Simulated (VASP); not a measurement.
Set up this calculation in VASP 6.6.1, as the native input.

```yaml
Task: single point
Functional: PBE
Potentials_or_basis: VASP PAW PBE potentials, release 64 (Ru_pv)
Cutoff: 520 eV
k_mesh: 14 × 14 × 14
Occupations: fermi-dirac, width 0.1 eV
Spin: no spin polarisation
Dipole_correction: no
Further_INCAR_settings: ALGO = Normal; EDIFF = 1e-06; NBANDS = 13
```

The structure of Ru lies in POSCAR:

```
Ru
1.0
    2.4432896508      0.0000000000      0.0000000000
    0.0000000000      2.4432896508      0.0000000000
    0.0000000000      0.0000000000      2.4432896508
Ru
1
Direct
    0.0000000000      0.0000000000      0.0000000000
```

This cell differs from its parent crystal: volume scaled by 0.92.

These files were run (other wordings do the same):

INCAR

```
ALGO = Normal
EDIFF = 1E-6
ENCUT = 520
GGA = PE
ISIF = 2
ISMEAR = -1
LASPH = T
LCHARG = F
LREAL = F
LWAVE = F
NBANDS = 13
NELM = 100
PREC = Accurate
SIGMA = 0.1
```

KPOINTS

```
k-points
0
Gamma
  14 14 14
```

Potentials or basis: VASP PAW PBE potentials, release 64 (Ru_pv).

Launch:

```bash
$ cat potpaw_PBE.64/Ru_pv/POTCAR > POTCAR
$ mpirun -np 1 vasp_std > vasp.out
```

It gave:

* Pressure: 22.7 GPa
* Band gap on the k mesh: zero (band 7 reaches 16.06 eV, above the bottom of band 8 at 11.04 eV)

Wall time 9.4 s on 1 thread of Intel(R) Xeon(R) Platinum 8488C (Sapphire Rapids), on a shared host, peak memory 0.13 GiB.
